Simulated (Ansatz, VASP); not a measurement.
One calculation of Hf, two programs

Contents of INCAR:

```
SYSTEM = Hf
PREC = Accurate
ENCUT = 520
EDIFF = 1E-6
ISMEAR = 0
SIGMA = 0.15
LREAL = .FALSE.
LASPH = .TRUE.
NELM = 80
ALGO = Fast
ISIF = 2
LWAVE = .FALSE.
LCHARG = .FALSE.
NBANDS = 11
```

Contents of KPOINTS:

```
Automatic mesh
0
G
  20 20 20
  0 0 0
```

Contents of POSCAR:

```
Hf
1.0
    0.0000000000      2.2321764108      1.9127519664
    2.2321764108      0.0000000000      1.9127519664
    2.2321764108      2.2321764108      0.0000000000
Hf
1
Direct
    0.0000000000      0.0000000000      0.0000000000
```

Input for Ansatz:

```yaml
crystal:
  lattice:
    - [0.0, 2.2321764108, 1.9127519664]
    - [2.2321764108, 0.0, 1.9127519664]
    - [2.2321764108, 2.2321764108, 0.0]
  atoms:
    - { symbol: Hf, position: [0.0, 0.0, 0.0] }
basis:
  ecutwfc: 420
kpoints:
  mp_grid: { grid: [20, 20, 20] }
hamiltonian:
  xc: lda
scf:
  occupations: { method: gaussian, width: 0.15 }
output:
  forces: true
  stress: true
  eigenvalues: true
```

Alike in both runs: task single point; functional LDA; k mesh 20 × 20 × 20; occupations gaussian, width 0.15 eV; no spin polarisation.

|  | VASP | Ansatz |
| --- | --- | --- |
| version | VASP 6.6.1 | Ansatz 0.2.0 |
| potentials or method | VASP PAW LDA potentials, release 64 (Hf_pv), cutoff 520 eV | scalar-relativistic, plane waves, PAW |
| valence electrons in the cell | 10 | 26 |

VASP gave:

- gap on the k mesh at the Fermi level (eV): none
- pressure (GPa): 10.5
- traceless stress, the component that is largest in VASP (GPa): 2.64

Q: Estimate Ansatz's values.

A: gap on the k mesh at the Fermi level (eV): none; pressure (GPa): 10.4; traceless stress, the component that is largest in VASP (GPa): 2.53.

LDA's correlation is that of Perdew and Zunger in VASP and of Perdew and Wang (1992) in Ansatz. A gap of «none» marks a metal or a gap that the smearing closes. VASP's potentials hold 10 valence electrons a cell and Ansatz's 26, so a difference there can come from the potentials and not from the codes.

Spin-orbit coupling is off throughout.
